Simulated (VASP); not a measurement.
Sc4W: relaxation of cell and atoms with PBE

Sc4W:

```
CELL_PARAMETERS angstrom
5.07813 0.00000 0.00000
0.00000 5.07813 0.00000
0.00000 0.00000 5.07813
ATOMIC_POSITIONS crystal
Sc 0.00000 0.00000 0.00000
Sc 0.50000 0.50000 0.00000
Sc 0.50000 0.00000 0.50000
Sc 0.00000 0.50000 0.50000
W 0.50000 0.50000 0.50000
```

```
Program                : VASP 6.6.1
Task                   : relaxation of cell and atoms
Functional             : PBE
Potentials or basis    : VASP PAW PBE potentials, release 64 (Sc_sv, W_sv)
Cutoff                 : 600 eV
k mesh                 : 8 × 8 × 8
Occupations            : gaussian, width 0.1 eV
Spin                   : no spin polarisation
Dipole correction      : no
Further INCAR settings : ALGO = Normal; EDIFF = 1e-07; IBRION = 2; EDIFFG = -0.01; NSW = 100; ISIF = 3
```

The relaxed volume is 26.54 Å³/atom and the relaxed cell is a = 5.101 Å, b = 5.101 Å, c = 5.101 Å, α = 90.00°, β = 90.00°, γ = 90.00°. The space group after relaxing (to 0.05 Å) is Pm-3m (No. 221) and the energy gained by relaxing is 0.9 meV/atom. The ionic steps are 3, the pressure after relaxing is 0.0 GPa and the band gap on the k mesh is zero (band 29 reaches 4.38 eV, above the bottom of band 30 at 3.49 eV).

Step by step:
```
step  energy change (eV)  largest force (eV/Å)  pressure (GPa)  volume (Å³)
   1              0.0000                0.0000            0.83       130.95
   2             -0.0035                0.0000           -0.37       133.53
   3             -0.0045                0.0000            0.00       132.71
```

Final structure:
```yaml
crystal:
  lattice:
    - [5.10069, 0.00000, 0.00000]
    - [0.00000, 5.10069, 0.00000]
    - [0.00000, 0.00000, 5.10069]
  atoms:
    - { symbol: Sc, position: [0.00000, 0.00000, 0.00000] }
    - { symbol: Sc, position: [0.50000, 0.50000, 0.00000] }
    - { symbol: Sc, position: [0.50000, 0.00000, 0.50000] }
    - { symbol: Sc, position: [0.00000, 0.50000, 0.50000] }
    - { symbol: W, position: [0.50000, 0.50000, 0.50000] }
```

Levels at points of the mesh, in eV from the Fermi level:
```tsv
k point	band 27	band 28	band 29	band 30	band 31	band 32
(0.00, 0.00, 0.00)	-1.68	-0.81	-0.81	0.61	0.61	0.61
(0.50, 0.00, 0.00)	-0.76	-0.45	-0.05	-0.05	0.01	0.27
(0.50, 0.50, 0.00)	-0.81	0.33	0.46	0.52	0.52	0.87
(0.50, 0.50, 0.50)	-1.43	-1.41	0.72	0.72	0.92	0.92
```

Run time: 9.7 min on 1 thread of Intel Xeon 6975P-C, with other jobs on the host, peak memory 0.38 GiB.

Caveat: spin-orbit coupling is left out, which moves the levels of the heavy elements.
